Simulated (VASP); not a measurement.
# InSb3 (Pm-3m) in VASP: a series of runs

The runs below take InSb3 through single point, with PBEsol+D3(BJ).

Program: VASP 6.6.1. These are calculated values, not measurements. Logs are shortened: lines on timing, memory, paths and dates and some standing lists are left out, and cuts for length are marked.

**1. The cell of the first run**

The structure is cubic, space group Pm-3m (No. 221). The conventional cell has a = 4.649 Å, b = 4.649 Å, c = 4.649 Å, α = 90.00°, β = 90.00°, γ = 90.00°. Sb (site symmetry 4/mmm) has 8 Sb at 3.29 Å and 4 In at 3.29 Å within 4.3 Å. In (site symmetry m-3m) has 12 Sb at 3.29 Å within 4.3 Å.

**2. Single point, PBEsol+D3(BJ)**

The input, INCAR:

```
SYSTEM = InSb3
ALGO = Normal ; EDIFF = 1E-6
ENCUT = 520 ; GGA = PS
ISIF = 2 ; ISMEAR = -1
IVDW = 12 ; LASPH = .TRUE.
LCHARG = .FALSE. ; LREAL = .FALSE.
LWAVE = .FALSE. ; NBANDS = 22
NELM = 80 ; PREC = Accurate
SIGMA = 0.05
```

The input, KPOINTS:

```
k-points
0
G
  6 6 6
  0 0 0
```

The input, POSCAR:

```
InSb3
1.0
    4.6489373046      0.0000000000      0.0000000000
    0.0000000000      4.6489373046      0.0000000000
    0.0000000000      0.0000000000      4.6489373046
Sb In
3 1
Direct
    0.5000000000      0.5000000000      0.0000000000
    0.0000000000      0.5000000000      0.5000000000
    0.5000000000      0.0000000000      0.5000000000
    0.0000000000      0.0000000000      0.0000000000
```

Potentials or basis: VASP PAW PBE potentials, release 64 (Sb, In_d).

On the command line:

```
cat potpaw_PBE.64/Sb/POTCAR potpaw_PBE.64/In_d/POTCAR > POTCAR
mpirun -np 1 vasp_std > vasp.out
```

OUTCAR:

```text
SYSTEM = InSb3
   EDIFF = 1E-6
   ENCUT = 520
   GGA = PS
   ISIF = 2
   ISMEAR = -1
   IVDW = 12
   LASPH = .TRUE.
   LREAL = .FALSE.
   NELM = 80
   PREC = Accurate
 IVDW          = 12

 ion  position               nearest neighbor table
   1  0.500  0.500  0.000-   2 3.29   3 3.29   4 3.29   2 3.29   3 3.29   3 3.29   4 3.29   3 3.29
                             2 3.29   4 3.29   2 3.29   4 3.29
   2  0.000  0.500  0.500-   1 3.29   3 3.29   4 3.29   1 3.29   4 3.29   3 3.29   4 3.29   4 3.29
                             1 3.29   3 3.29   1 3.29   3 3.29
   3  0.500  0.000  0.500-   1 3.29   2 3.29   4 3.29   1 3.29   4 3.29   1 3.29   2 3.29   1 3.29
                             2 3.29   4 3.29   4 3.29   2 3.29
   4  0.000  0.000  0.000-   1 3.29   2 3.29   3 3.29   2 3.29   3 3.29   1 3.29   2 3.29   2 3.29
                             1 3.29   3 3.29   3 3.29   1 3.29

  LATTYP: Found a simple cubic cell.
 ALAT       =     4.6489373046

  Lattice vectors:

 A1 = (   4.6489373046,   0.0000000000,   0.0000000000)
 A2 = (   0.0000000000,   4.6489373046,   0.0000000000)
 A3 = (   0.0000000000,   0.0000000000,   4.6489373046)

Analysis of symmetry for initial positions (statically):
=====================================================================
 Subroutine PRICEL returns:
 Original cell was already a primitive cell.

 Routine SETGRP: Setting up the symmetry group for a
 simple cubic supercell.

 Subroutine GETGRP returns: Found 48 space group operations
 (whereof 48 operations were pure point group operations)
 out of a pool of 48 trial point group operations.

The static configuration has the point symmetry O_h .

Analysis of symmetry for dynamics (positions and initial velocities):
=====================================================================
 Subroutine PRICEL returns:
 Original cell was already a primitive cell.

 Routine SETGRP: Setting up the symmetry group for a
 simple cubic supercell.

 Subroutine GETGRP returns: Found 48 space group operations
 (whereof 48 operations were pure point group operations)
 out of a pool of 48 trial point group operations.

The dynamic configuration has the point symmetry O_h .

 Subroutine INISYM returns: Found 48 space group operations
 (whereof 48 operations are pure point group operations),
 and found     1 'primitive' translations

----------------------------------------------------------------------------------------

                                     Primitive cell

  volume of cell :     100.4757

  direct lattice vectors                    reciprocal lattice vectors
     4.648937305  0.000000000  0.000000000     0.215102922  0.000000000  0.000000000
     0.000000000  4.648937305  0.000000000     0.000000000  0.215102922  0.000000000
     0.000000000  0.000000000  4.648937305     0.000000000  0.000000000  0.215102922

  length of vectors
     4.648937305  4.648937305  4.648937305     0.215102922  0.215102922  0.215102922

  position of ions in fractional coordinates (direct lattice)
     0.500000000  0.500000000  0.000000000
     0.000000000  0.500000000  0.500000000
     0.500000000  0.000000000  0.500000000
     0.000000000  0.000000000  0.000000000

  ion indices of the primitive-cell ions
   primitive index   ion index
                 1           1
                 2           2
                 3           3
                 4           4

----------------------------------------------------------------------------------------

 KPOINTS: k-points

Automatic generation of k-mesh.
 Grid dimensions read from file:
 generate k-points for:    6    6    6

 Generating k-lattice:

  Cartesian coordinates                     Fractional coordinates (reciprocal lattice)
     0.035850487  0.000000000  0.000000000     0.166666667  0.000000000  0.000000000
     0.000000000  0.035850487  0.000000000     0.000000000  0.166666667  0.000000000
     0.000000000  0.000000000  0.035850487     0.000000000  0.000000000  0.166666667

  Length of vectors
     0.035850487  0.035850487  0.035850487

  Shift w.r.t. Gamma in fractional coordinates (k-lattice)
     0.000000000  0.000000000  0.000000000

 Subroutine IBZKPT returns following result:
 ===========================================

 Found     20 irreducible k-points:

 Following reciprocal coordinates:
            Coordinates               Weight
  0.000000  0.000000  0.000000      1.000000
  0.166667  0.000000  0.000000      6.000000
  0.333333  0.000000  0.000000      6.000000
  0.500000  0.000000  0.000000      3.000000
  0.166667  0.166667  0.000000     12.000000
  0.333333  0.166667  0.000000     24.000000
[... 12 lines left out ...]
  0.500000  0.500000  0.333333      6.000000
  0.500000  0.500000  0.500000      1.000000
   k-points           NKPTS =     20   k-points in BZ     NKDIM =     20   number of bands    NBANDS=     22
   number of dos      NEDOS =    301   number of ions     NIONS =      4
   total plane-waves  NPLWV =  46656
   dimension x,y,z NGX =    36 NGY =   36 NGZ =   36
   dimension x,y,z NGXF=    72 NGYF=   72 NGZF=   72
   ions per type =               3   1
   NGX,Y,Z   is equivalent  to a cutoff of  12.87, 12.87, 12.87 a.u.
   NGXF,Y,Z  is equivalent  to a cutoff of  25.75, 25.75, 25.75 a.u.
 SYSTEM =  InSb3
   PREC   = accura    normal or accurate (medium, high low for compatibility)
   ISTART =      0    job   : 0-new  1-cont  2-samecut
   ICHARG =      2    charge: 1-file 2-atom 10-const
   ISPIN  =      1    spin polarized calculation?
   LNONCOLLINEAR =      F non collinear calculations
   LSORBIT =      F    spin-orbit coupling
   LASPH  =      T    aspherical Exc in radial PAW
   ENCUT  =  520.0 eV  38.22 Ry    6.18 a.u.   8.64  8.64  8.64*2*pi/ulx,y,z
   NELM   =     80;   NELMIN=  2; NELMDL= -5     # of ELM steps
   EDIFF  = 0.1E-05   stopping-criterion for ELM
   LREAL  =      F    real-space projection
   EDIFFG = 0.1E-04   stopping-criterion for IOM
   NSW    =      0    number of steps for IOM
   IBRION =     -1    ionic relax: 0-MD 1-quasi-New 2-CG
   NFREE  =      0    steps in history (QN), initial steepest desc. (CG)
   ISIF   =      2    stress and relaxation
   ISYM   =      2    0-nonsym 1-usesym 2-fastsym
   POTIM  = 0.5000    time-step for ionic-motion
   TEBEG  =    0.0;   TEEND  =   0.0 temperature during run
   PSTRESS=    0.0 pullay stress
   NELECT =      28.0000    total number of electrons
   NUPDOWN=      -1.0000    fix difference up-down
   EMIN   =  10.00;   EMAX   =-10.00  energy-range for DOS
   EFERMI =   0.00;   METHOD = LEGACY
   ISMEAR =    -1;   SIGMA  =   0.05  broadening in eV -4-tet -1-fermi 0-gaus
   EFERMI_NEDOS =   21; number of points for ismear=-14 and -15
   IALGO  =     38    algorithm
   IMIX   =      4    mixing-type and parameters
     AMIX     =   0.40;   BMIX     =  1.00
     AMIX_MAG =   1.60;   BMIX_MAG =  1.00
  volume/ion in A,a.u.               =      25.12       169.51
  Fermi-wavevector in a.u.,A,eV,Ry     =   1.069319  2.020719 15.557479  1.143442
  Thomas-Fermi vector in A             =   2.204994
   LORBIT       =      0    0 simple, 1 ext, 2 COOP (PROOUT), +10 PAW based schemes
   GGA     = PS    functional components
   LHFCALC =     F    Hartree Fock is set to
   AEXX    =    0.0000 exact exchange contribution
   IVDW    =    12    specifies the selected vdW correction
   LEPSILON=     F    determine dielectric tensor
   LRPA    =     F    only Hartree local field effects (RPA)
 non-spin polarized calculation
  energy-cutoff  :      520.00
  volume of cell :      100.48
 maximum number of plane-waves:      2730
 NGX is ok and might be reduce to    36
   NGX = 17   NGY = 17   NGZ = 17

 number of electron      27.9999984 magnetization

 Free energy of the ion-electron system (eV)
  ---------------------------------------------------
  ext. energy  EPLUGINS =         0.00000000
  ---------------------------------------------------
  free energy    TOTEN  =       -16.01595253 eV

  energy without entropy =      -15.99381609  energy(sigma->0) =      -16.00488431

 E-fermi :   8.9234     XC(G=0): -10.6243

 val. band max:        8.9183248935   @ k =   0.5000   0.3333   0.0000
 cond. band min:       8.9282840771   @ k =   0.1667   0.0000   0.0000
 fundamental gap:      0.0099591837
 Fermi energy:         8.9233935879

 k-point     1 :       0.0000    0.0000    0.0000
  band No.  band energies     occupation
      1      -5.5645      2.00000
      2      -5.5645      2.00000
      3      -5.5372      2.00000
      4      -5.5372      2.00000
      5      -5.5372      2.00000
      6      -3.9707      2.00000
[... 14 lines left out ...]
     21      14.1815      0.00000
     22      14.1864      0.00000

 k-point     2 :       0.1667    0.0000    0.0000
  band No.  band energies     occupation
      1      -5.5622      2.00000
      2      -5.5586      2.00000
      3      -5.5419      2.00000
      4      -5.5419      2.00000
      5      -5.5370      2.00000
      6      -3.7835      2.00000
[... 14 lines left out ...]
     21      14.9049      0.00000
     22      15.1929      0.00000

 k-point     3 :       0.3333    0.0000    0.0000
  band No.  band energies     occupation
      1      -5.5576      2.00000
      2      -5.5514      2.00000
      3      -5.5514      2.00000
      4      -5.5473      2.00000
      5      -5.5368      2.00000
      6      -3.2381      2.00000
[... 14 lines left out ...]
     21      14.0075      0.00000
     22      14.7019      0.00000
[... 376 lines left out ...]
 k-point    19 :       0.5000    0.5000    0.3333
  band No.  band energies     occupation
      1      -5.5945      2.00000
      2      -5.5828      2.00000
      3      -5.5828      2.00000
      4      -5.5204      2.00000
      5      -5.5136      2.00000
      6      -0.4598      2.00000
[... 14 lines left out ...]
     21      15.3048      0.00000
     22      17.3781      0.00000

 k-point    20 :       0.5000    0.5000    0.5000
  band No.  band energies     occupation
      1      -5.5921      2.00000
      2      -5.5921      2.00000
      3      -5.5921      2.00000
      4      -5.5127      2.00000
      5      -5.5127      2.00000
      6      -0.2080      2.00000
[... 14 lines left out ...]
     21      15.8763      0.00000
     22      17.9023      0.00000

------------------------ aborting loop because EDIFF is reached ----------------------------------------

 Edisp (eV)   -1.99804

 E8    (eV) :    -1.3883

  FORCE on cell =-STRESS in cart. coord.  units (eV):
  Direction    XX          YY          ZZ          XY          YZ          ZX
  --------------------------------------------------------------------------------------
  -------------------------------------------------------------------------------------
  Total       0.00363     0.00363     0.00363     0.00000     0.00000    -0.00000
  in kB       0.05783     0.05783     0.05783     0.00000     0.00000    -0.00000
  external pressure =        0.06 kB  Pullay stress =        0.00 kB

 VOLUME and BASIS-vectors are now :
 -----------------------------------------------------------------------------
  energy-cutoff  :      520.00
  volume of cell :      100.48
      direct lattice vectors                 reciprocal lattice vectors
     4.648937305  0.000000000  0.000000000     0.215102922  0.000000000  0.000000000
     0.000000000  4.648937305  0.000000000     0.000000000  0.215102922  0.000000000
     0.000000000  0.000000000  4.648937305     0.000000000  0.000000000  0.215102922

 POSITION                                       TOTAL-FORCE (eV/Angst)
 -----------------------------------------------------------------------------------
      2.32447      2.32447      0.00000         0.000000      0.000000      0.000000
      0.00000      2.32447      2.32447         0.000000      0.000000      0.000000
      2.32447      0.00000      2.32447         0.000000      0.000000      0.000000
      0.00000      0.00000      0.00000         0.000000      0.000000      0.000000
 -----------------------------------------------------------------------------------
    total drift:                                0.000000     -0.000000     -0.000000

  FREE ENERGIE OF THE ION-ELECTRON SYSTEM (eV)
  ---------------------------------------------------
  free  energy   TOTEN  =       -18.0139957651 eV

  energy  without entropy=      -17.9918593301  energy(sigma->0) =      -18.00292755
```

It took 34 s on 1 thread of Intel Xeon 8259CL, shared host; peak memory 0.23 GiB.

Results:

```yaml
Free_energy: -18.0140 eV
Pressure: 0.0 GPa
Band_gap_on_the_k_mesh: zero (bands 14 and 15 overlap by 5.25 eV)
Dispersion_energy_per_atom: -0.500 eV
```

Caveat: the PAW data sets were made with another functional, which shifts forces and pressure a little; spin-orbit coupling is left out, which moves the levels of the heavy elements.

(Continued in part 2 of 2.)
